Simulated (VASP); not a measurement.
Input of a VASP 6.6.1 run:

The input INCAR:

```
ALGO = Normal ; EDIFF = 1E-7
ENCUT = 520 ; GGA = PS
ISIF = 2 ; ISMEAR = -1
LASPH = T ; LCHARG = F
LREAL = F ; LWAVE = F
NBANDS = 26 ; NELM = 100
PREC = Accurate ; SIGMA = 0.05
```

Contents of KPOINTS:

```
k-points
0
Gamma
  9 9 4
```

The input POSCAR:

```
ZnO
1.0
    3.3097424102      0.0000000000      0.0000000000
   -1.6548712051      2.8663210072      0.0000000000
    0.0000000000      0.0000000000      7.1776641921
Zn O
2 2
Direct
    0.0000000000      0.0000000000      0.2500000000
    0.0000000000      0.0000000000      0.7500000000
    0.6666666667      0.3333333333      0.7500000000
    0.3333333333      0.6666666667      0.2500000000
```

Potentials or basis: VASP PAW PBE potentials, release 64 (Zn, O).

Run with:

```console
$ cat potpaw_PBE.64/Zn/POTCAR potpaw_PBE.64/O/POTCAR > POTCAR
$ mpirun -np 1 vasp_std > vasp.out
```

Predict the band gap on the k mesh.

0.75 eV, direct.

Estimate the pressure.

-5.4 GPa.

Stress tensor (GPa, compression positive):
```
-7.68  0.00  0.00
 0.00 -7.68  0.00
 0.00  0.00 -0.88
```

Caveat: the PAW data sets were made with another functional, which shifts forces and pressure a little. A k mesh can miss the band edges.
